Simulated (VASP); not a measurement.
# S (Fd-3m) in VASP: further runs

Runs on S. Level: PBEsol. Tasks: single point, relaxation of cell and atoms.

All numbers are computed with VASP 6.6.1; they aren't measurements. Logs are shortened: lines on timing, memory, paths and dates and some standing lists are left out, and cuts for length are marked.

## Step 1: The cell of the first run

Symmetry: Fd-3m, No. 227, cubic system. Conventional cell: a = 5.243 Å, b = 5.243 Å, c = 5.243 Å, α = 90.00°, β = 90.00°, γ = 90.00°. S (site symmetry -43m) has 4 S at 2.27 Å within 3.0 Å.

## Step 2: Single point, PBEsol

Contents of INCAR:

```
SYSTEM = S
PREC = Accurate ; ENCUT = 520
EDIFF = 1E-6 ; ISMEAR = 1
SIGMA = 0.02 ; LREAL = .FALSE.
LASPH = .TRUE. ; NELM = 80
ALGO = Normal ; ISIF = 2
LWAVE = .FALSE. ; LCHARG = .FALSE.
GGA = PS ; NBANDS = 13
```

Contents of KPOINTS:

```
regular mesh
0
G
  5 5 5
  0 0 0
```

Contents of POSCAR:

```
S
1.0
    0.0000000000      2.6216794837      2.6216794837
    2.6216794837      0.0000000000      2.6216794837
    2.6216794837      2.6216794837      0.0000000000
S
2
Direct
    0.0000000000      0.0000000000      0.0000000000
    0.2500000000      0.2500000000      0.2500000000
```

Potentials or basis: VASP PAW PBE potentials, release 64 (S).

Run with:

```sh
> cat potpaw_PBE.64/S/POTCAR > POTCAR
> mpirun -np 1 vasp_std > vasp.out
```

OUTCAR:

```text
SYSTEM = S
   PREC = Accurate
   ENCUT = 520
   EDIFF = 1E-6
   ISMEAR = 1
   LREAL = .FALSE.
   LASPH = .TRUE.
   NELM = 80
   ISIF = 2
   GGA = PS

 ion  position               nearest neighbor table
   1  0.000  0.000  0.000-   2 2.27   2 2.27   2 2.27   2 2.27
   2  0.250  0.250  0.250-   1 2.27   1 2.27   1 2.27   1 2.27

  LATTYP: Found a face centered cubic cell.
 ALAT       =     5.2433589674

  Lattice vectors:

 A1 = (   0.0000000000,   2.6216794837,   2.6216794837)
 A2 = (   2.6216794837,   0.0000000000,   2.6216794837)
 A3 = (   2.6216794837,   2.6216794837,   0.0000000000)

Analysis of symmetry for initial positions (statically):
=====================================================================
 Subroutine PRICEL returns:
 Original cell was already a primitive cell.

 Routine SETGRP: Setting up the symmetry group for a
 face centered cubic supercell.

 Subroutine GETGRP returns: Found 48 space group operations
 (whereof 24 operations were pure point group operations)
 out of a pool of 48 trial point group operations.

The static configuration has the point symmetry T_d .
 The point group associated with its full space group is O_h .

Analysis of symmetry for dynamics (positions and initial velocities):
=====================================================================
 Subroutine PRICEL returns:
 Original cell was already a primitive cell.

 Routine SETGRP: Setting up the symmetry group for a
 face centered cubic supercell.

 Subroutine GETGRP returns: Found 48 space group operations
 (whereof 24 operations were pure point group operations)
 out of a pool of 48 trial point group operations.

The dynamic configuration has the point symmetry T_d .
 The point group associated with its full space group is O_h .

 Subroutine INISYM returns: Found 48 space group operations
 (whereof 24 operations are pure point group operations),
 and found     1 'primitive' translations

----------------------------------------------------------------------------------------

                                     Primitive cell

  volume of cell :      36.0387

  direct lattice vectors                    reciprocal lattice vectors
     0.000000000  2.621679484  2.621679484    -0.190717440  0.190717440  0.190717440
     2.621679484  0.000000000  2.621679484     0.190717440 -0.190717440  0.190717440
     2.621679484  2.621679484  0.000000000     0.190717440  0.190717440 -0.190717440

  length of vectors
     3.707614682  3.707614682  3.707614682     0.330332296  0.330332296  0.330332296

  position of ions in fractional coordinates (direct lattice)
     0.000000000  0.000000000  0.000000000
     0.250000000  0.250000000  0.250000000

  ion indices of the primitive-cell ions
   primitive index   ion index
                 1           1
                 2           2

----------------------------------------------------------------------------------------

 KPOINTS: regular mesh

Automatic generation of k-mesh.
 Grid dimensions read from file:
 generate k-points for:    5    5    5

 Generating k-lattice:

  Cartesian coordinates                     Fractional coordinates (reciprocal lattice)
    -0.038143488  0.038143488  0.038143488     0.200000000  0.000000000  0.000000000
     0.038143488 -0.038143488  0.038143488     0.000000000  0.200000000  0.000000000
     0.038143488  0.038143488 -0.038143488     0.000000000  0.000000000  0.200000000

  Length of vectors
     0.066066459  0.066066459  0.066066459

  Shift w.r.t. Gamma in fractional coordinates (k-lattice)
     0.000000000  0.000000000  0.000000000

 Subroutine IBZKPT returns following result:
 ===========================================

 Found     10 irreducible k-points:

 Following reciprocal coordinates:
            Coordinates               Weight
  0.000000  0.000000  0.000000      1.000000
  0.200000  0.000000  0.000000      8.000000
  0.400000  0.000000  0.000000      8.000000
  0.200000  0.200000  0.000000      6.000000
  0.400000  0.200000  0.000000     24.000000
 -0.400000  0.200000  0.000000     24.000000
 -0.200000  0.200000  0.000000     12.000000
  0.400000  0.400000  0.000000      6.000000
 -0.400000  0.400000  0.000000     12.000000
 -0.400000  0.400000  0.200000     24.000000
   k-points           NKPTS =     10   k-points in BZ     NKDIM =     10   number of bands    NBANDS=     13
   number of dos      NEDOS =    301   number of ions     NIONS =      2
   total plane-waves  NPLWV =  21952
   dimension x,y,z NGX =    28 NGY =   28 NGZ =   28
   dimension x,y,z NGXF=    56 NGYF=   56 NGZF=   56
   ions per type =               2
   NGX,Y,Z   is equivalent  to a cutoff of  12.55, 12.55, 12.55 a.u.
   NGXF,Y,Z  is equivalent  to a cutoff of  25.11, 25.11, 25.11 a.u.
 SYSTEM =  S
   PREC   = accura    normal or accurate (medium, high low for compatibility)
   ISTART =      0    job   : 0-new  1-cont  2-samecut
   ICHARG =      2    charge: 1-file 2-atom 10-const
   ISPIN  =      1    spin polarized calculation?
   LNONCOLLINEAR =      F non collinear calculations
   LSORBIT =      F    spin-orbit coupling
   LASPH  =      T    aspherical Exc in radial PAW
   ENCUT  =  520.0 eV  38.22 Ry    6.18 a.u.   6.89  6.89  6.89*2*pi/ulx,y,z
   NELM   =     80;   NELMIN=  2; NELMDL= -5     # of ELM steps
   EDIFF  = 0.1E-05   stopping-criterion for ELM
   LREAL  =      F    real-space projection
   EDIFFG = 0.1E-04   stopping-criterion for IOM
   NSW    =      0    number of steps for IOM
   IBRION =     -1    ionic relax: 0-MD 1-quasi-New 2-CG
   NFREE  =      0    steps in history (QN), initial steepest desc. (CG)
   ISIF   =      2    stress and relaxation
   ISYM   =      2    0-nonsym 1-usesym 2-fastsym
   POTIM  = 0.5000    time-step for ionic-motion
   TEBEG  =    0.0;   TEEND  =   0.0 temperature during run
   PSTRESS=    0.0 pullay stress
   NELECT =      12.0000    total number of electrons
   NUPDOWN=      -1.0000    fix difference up-down
   EMIN   =  10.00;   EMAX   =-10.00  energy-range for DOS
   EFERMI =   0.00;   METHOD = LEGACY
   ISMEAR =     1;   SIGMA  =   0.02  broadening in eV -4-tet -1-fermi 0-gaus
   EFERMI_NEDOS =   21; number of points for ismear=-14 and -15
   IALGO  =     38    algorithm
   IMIX   =      4    mixing-type and parameters
     AMIX     =   0.40;   BMIX     =  1.00
     AMIX_MAG =   1.60;   BMIX_MAG =  1.00
  volume/ion in A,a.u.               =      18.02       121.60
  Fermi-wavevector in a.u.,A,eV,Ry     =   1.134695  2.144262 17.517934  1.287532
  Thomas-Fermi vector in A             =   2.271399
   LORBIT       =      0    0 simple, 1 ext, 2 COOP (PROOUT), +10 PAW based schemes
   GGA     = PS    functional components
   LHFCALC =     F    Hartree Fock is set to
   AEXX    =    0.0000 exact exchange contribution
   IVDW    =     0    specifies the selected vdW correction
   LEPSILON=     F    determine dielectric tensor
   LRPA    =     F    only Hartree local field effects (RPA)
 non-spin polarized calculation
 Methfessel and Paxton  Order N= 1 SIGMA  =   0.02
  energy-cutoff  :      520.00
  volume of cell :       36.04
 maximum number of plane-waves:       990
   NGX = 13   NGY = 13   NGZ = 13

 number of electron      12.0000001 magnetization

 Free energy of the ion-electron system (eV)
  ---------------------------------------------------
  ext. energy  EPLUGINS =         0.00000000
  ---------------------------------------------------
  free energy    TOTEN  =        -6.39987543 eV

  energy without entropy =       -6.39985416  energy(sigma->0) =       -6.39986834

 E-fermi :   6.7237     XC(G=0): -10.2613

 val. band max:        6.6932606846   @ k =  -0.2000   0.2000   0.0000
 cond. band min:       6.7346904046   @ k =   0.4000   0.0000   0.0000
 fundamental gap:      0.0414297200
 Fermi energy:         6.7237462449

 k-point     1 :       0.0000    0.0000    0.0000
  band No.  band energies     occupation
      1     -11.4752      2.00000
      2      -0.6672      2.00000
      3       1.7453      2.00000
      4       1.7453      2.00000
      5       1.7453      2.00000
      6       5.3385      2.00000
      7       5.3385      2.00000
      8       5.3385      2.00000
      9      12.3744      0.00000
     10      13.9298      0.00000
     11      13.9298      0.00000
     12      17.4810      0.00000
     13      17.4810      0.00000

 k-point     2 :       0.2000    0.0000    0.0000
  band No.  band energies     occupation
      1     -11.0266      2.00000
      2      -2.9529      2.00000
      3       1.2966      2.00000
      4       1.2966      2.00000
      5       2.4166      2.00000
      6       6.0405      2.00000
      7       6.0405      2.00000
      8       6.6287      2.00000
      9      13.3056      0.00000
     10      13.3056      0.00000
     11      13.6939      0.00000
     12      16.8132      0.00000
     13      19.6441      0.00000

 k-point     3 :       0.4000    0.0000    0.0000
  band No.  band energies     occupation
      1      -9.9484      2.00000
      2      -5.5762      2.00000
      3       0.7852      2.00000
      4       0.7852      2.00000
      5       2.1175      2.00000
      6       6.7347      0.21017
      7       6.7347      0.21016
      8       9.7096      0.00000
      9      14.0960      0.00000
     10      14.4415      0.00000
     11      14.4415      0.00000
     12      16.2218      0.00000
     13      18.1464      0.00000
[... 81 lines left out ...]
 k-point     9 :      -0.4000    0.4000    0.0000
  band No.  band energies     occupation
      1      -8.2168      2.00000
      2      -7.5174      2.00000
      3      -1.1753      2.00000
      4      -0.2900      2.00000
      5       4.2600      2.00000
      6       5.9533      2.00000
      7       9.5683      0.00000
      8       9.6698      0.00000
      9      12.1934      0.00000
     10      15.0997      0.00000
     11      15.2321      0.00000
     12      19.4424      0.00000
     13      19.7279      0.00000

 k-point    10 :      -0.4000    0.4000    0.2000
  band No.  band energies     occupation
      1      -8.8358      2.00000
      2      -6.7996      2.00000
      3      -1.1368      2.00000
      4      -0.4141      2.00000
      5       5.4000      2.00000
      6       6.1064      2.00000
      7       8.0880      0.00000
      8       9.2110      0.00000
      9      12.6122      0.00000
     10      13.5578      0.00000
     11      16.6003      0.00000
     12      18.8595      0.00000
     13      19.6114      0.00000

------------------------ aborting loop because EDIFF is reached ----------------------------------------

  FORCE on cell =-STRESS in cart. coord.  units (eV):
  Direction    XX          YY          ZZ          XY          YZ          ZX
  --------------------------------------------------------------------------------------
  -------------------------------------------------------------------------------------
  Total        4.5270551      4.5270551      4.5270551      0.0000000     -0.0000000     -0.0000000
  in kB      201.2600518    201.2600518    201.2600518      0.0000000     -0.0000000     -0.0000000
  external PRESSURE =     201.2600518 kB  Pullay stress =       0.0000000 kB

 VOLUME and BASIS-vectors are now :
 -----------------------------------------------------------------------------
  energy-cutoff  :      520.00
  volume of cell :       36.04
      direct lattice vectors                 reciprocal lattice vectors
     0.000000000  2.621679484  2.621679484    -0.190717440  0.190717440  0.190717440
     2.621679484  0.000000000  2.621679484     0.190717440 -0.190717440  0.190717440
     2.621679484  2.621679484  0.000000000     0.190717440  0.190717440 -0.190717440

 POSITION                                       TOTAL-FORCE (eV/Angst)
 -----------------------------------------------------------------------------------
      0.00000      0.00000      0.00000        -0.000000     -0.000000      0.000000
      1.31084      1.31084      1.31084         0.000000      0.000000     -0.000000
 -----------------------------------------------------------------------------------
    total drift:                                0.000000      0.000000     -0.000000

  FREE ENERGIE OF THE ION-ELECTRON SYSTEM (eV)
  ---------------------------------------------------
  free  energy   TOTEN  =        -6.3998754251 eV

  energy  without entropy=       -6.3998541565  energy(sigma->0) =       -6.39986834
```

Run time: 4.4 s. Hardware: 1 thread of Intel Xeon 6975P-C, shared host; peak memory 0.14 GiB.

What came out:

```yaml
Free_energy: -6.3999 eV
Pressure: 20.1 GPa
Band_gap_on_the_k_mesh: zero (band 6 reaches 7.02 eV, above the bottom of band 7 at 5.34 eV)
```

Levels at points of the mesh, in eV from the Fermi level:
```csv
k point,band 4,band 5,band 6,band 7,band 8,band 9
"(0.00, 0.00, 0.00)",-4.98,-4.98,-1.39,-1.39,-1.39,5.65
```

Caveat: the k points lie up to 0.42 Å⁻¹ apart; the PAW data sets were made with another functional, which shifts forces and pressure a little.

## Step 3: Single point, PBEsol

This run uses another cell than the first one, of 16.45 Å³/atom, 0.913 times its volume.

Contents of INCAR:

```
PREC = Accurate
ENCUT = 520
EDIFF = 1E-7
ISMEAR = 1
SIGMA = 0.02
LREAL = F
LASPH = T
NELM = 60
ALGO = Normal
ISIF = 2
LWAVE = F
LCHARG = T
GGA = PS
LELF = T
LVHAR = T
NBANDS = 13
```

Contents of KPOINTS:

```
regular mesh
0
Gamma
  5 5 5
```

Contents of POSCAR:

```
S
1.0
    0.0000000000      2.5432516749      2.5432516749
    2.5432516749      0.0000000000      2.5432516749
    2.5432516749      2.5432516749      0.0000000000
S
2
Direct
    0.0000000000      0.0000000000      0.0000000000
    0.2500000000      0.2500000000      0.2500000000
```

Potentials or basis: VASP PAW PBE potentials, release 64 (S).

Run with:

```sh
> cat potpaw_PBE.64/S/POTCAR > POTCAR
> mpirun -np 1 vasp_std > vasp.out
```

OUTCAR:

```text
PREC = Accurate
   ENCUT = 520
   EDIFF = 1E-7
   ISMEAR = 1
   LREAL = F
   LASPH = T
   NELM = 60
   ISIF = 2
   GGA = PS

 ion  position               nearest neighbor table
   1  0.000  0.000  0.000-   2 2.20   2 2.20   2 2.20   2 2.20
   2  0.250  0.250  0.250-   1 2.20   1 2.20   1 2.20   1 2.20

  LATTYP: Found a face centered cubic cell.
 ALAT       =     5.0865033498

  Lattice vectors:

 A1 = (   0.0000000000,   2.5432516749,   2.5432516749)
[... 331 lines left out ...]
------------------------ aborting loop because EDIFF is reached ----------------------------------------

  FORCE on cell =-STRESS in cart. coord.  units (eV):
  Direction    XX          YY          ZZ          XY          YZ          ZX
  --------------------------------------------------------------------------------------
  -------------------------------------------------------------------------------------
  Total        6.2133518      6.2133518      6.2133518      0.0000000      0.0000000      0.0000000
  in kB      302.5788127    302.5788127    302.5788127      0.0000000      0.0000000      0.0000000
  external PRESSURE =     302.5788127 kB  Pullay stress =       0.0000000 kB

 VOLUME and BASIS-vectors are now :
 -----------------------------------------------------------------------------
  energy-cutoff  :      520.00
  volume of cell :       32.90
      direct lattice vectors                 reciprocal lattice vectors
     0.000000000  2.543251675  2.543251675    -0.196598711  0.196598711  0.196598711
     2.543251675  0.000000000  2.543251675     0.196598711 -0.196598711  0.196598711
     2.543251675  2.543251675  0.000000000     0.196598711  0.196598711 -0.196598711

 POSITION                                       TOTAL-FORCE (eV/Angst)
 -----------------------------------------------------------------------------------
      0.00000      0.00000      0.00000        -0.000000     -0.000000     -0.000000
      1.27163      1.27163      1.27163         0.000000      0.000000      0.000000
 -----------------------------------------------------------------------------------
    total drift:                                0.000000      0.000000     -0.000000

  FREE ENERGIE OF THE ION-ELECTRON SYSTEM (eV)
  ---------------------------------------------------
  free  energy   TOTEN  =        -5.9101154505 eV

  energy  without entropy=       -5.9094084087  energy(sigma->0) =       -5.90987977
```

It took 5.1 s on 1 thread of Intel Xeon 6975P-C, shared host; peak memory 0.14 GiB.

What came out:

```yaml
Free_energy: -5.9101 eV
Pressure: 30.3 GPa
Band_gap_on_the_k_mesh: zero (band 6 reaches 8.21 eV, above the bottom of band 7 at 6.34 eV)
```

Caveat: the k points lie up to 0.43 Å⁻¹ apart; the PAW data sets were made with another functional, which shifts forces and pressure a little.

[end of part 1 of 2]
